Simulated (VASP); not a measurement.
Here is a VASP 6.6.1 calculation.

The input INCAR:

```
ALGO = Normal
EDIFF = 1E-6
ENCUT = 520
GGA = PE
GGA_COMPAT = False
ISIF = 2
ISMEAR = 0
LASPH = True
LCHARG = False
LORBIT = 11
LORBMOM = True
LREAL = False
LSORBIT = True
LWAVE = False
MAGMOM = 0 0 0
NBANDS = 20
NELM = 150
PREC = Accurate
SIGMA = 0.05
```

The input KPOINTS:

```
k-points
0
Gamma
  10 10 10
```

File POSCAR:

```
Rb
1.0
   -2.8425668311      2.8425668311      2.8425668311
    2.8425668311     -2.8425668311      2.8425668311
    2.8425668311      2.8425668311     -2.8425668311
Rb
1
Direct
    0.0000000000      0.0000000000      0.0000000000
```

Potentials or basis: VASP PAW PBE potentials, release 64 (Rb_sv).

Command:

```sh
$ cat potpaw_PBE.64/Rb_sv/POTCAR > POTCAR
$ mpirun -np 1 vasp_ncl > vasp.out
```

(1) What does it give for the net moment?

(2) Estimate the pressure.

Results:

(1) 0.00 μB per cell.

(2) 0.0 GPa.
